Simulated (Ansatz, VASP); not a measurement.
**VN in VASP and in Ansatz**

```
V N
1.0
     0.00000    2.07767    2.07767
     2.07767    0.00000    2.07767
     2.07767    2.07767    0.00000
V N
1 1
Direct
  0.00000 0.00000 0.00000
  0.50000 0.50000 0.50000
```

Change from the starting cell: volume scaled by 1.02, ions relaxed.

Alike in both runs: task relaxation of the atoms; functional PBE; k mesh 19 × 19 × 19; occupations fermi-dirac, width 0.05 eV; collinear spin.

|  | VASP | Ansatz |
| --- | --- | --- |
| version | VASP 6.6.1 | Ansatz 0.2.0 |
| potentials or method | VASP PAW PBE potentials, release 64 (V_sv, N) | plane-wave PAW, scalar-relativistic |
| plane-wave cutoff (eV) | 520 | 420 |
| valence electrons in the cell | 18 | 18 |

|  | VASP | Ansatz | Ansatz less VASP |
| --- | --- | --- | --- |
| net moment per atom (μB) | 0.00 | 0.00 | 0.000 |

Ansatz's warnings: seeded moment not kept, stress scf threshold loose.

Noted on VASP's run: the relaxation stopped at its first step, so nothing moved.
